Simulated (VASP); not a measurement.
## Ir: single point with r2SCAN

Ir:

```
Ir
1.0
     0.00000    1.98935    1.98935
     1.98935    0.00000    1.98935
     1.98935    1.98935    0.00000
Ir
1
Direct
  0.00000 0.00000 0.00000
```

* Program: VASP 6.6.1
* Task: single point
* Functional: r2SCAN
* Potentials or basis: VASP PAW PBE potentials, release 64 (Ir)
* Cutoff: 520 eV
* k mesh: 13 × 13 × 13
* Occupations: methfessel-paxton, width 0.15 eV
* Spin: no spin polarisation
* Dipole correction: no
* Further INCAR settings: ALGO = Normal; EDIFF = 1e-06; NBANDS = 10

- Pressure: -28.2 GPa

Levels at points of the mesh, in eV from the Fermi level:
```tsv
k point	band 1	band 2	band 3	band 4	band 5	band 6	band 7	band 8
(0.00, 0.00, 0.00)	-10.39	-3.40	-3.40	-3.40	-1.13	-1.13	15.26	20.48
```

Run time: 37 s on 1 thread of Intel Xeon 6975P-C (shared host), peak memory 0.16 GiB.

Caveat: the PAW data sets were made with another functional, which shifts forces and pressure a little; spin-orbit coupling is left out, which moves the levels of the heavy elements.
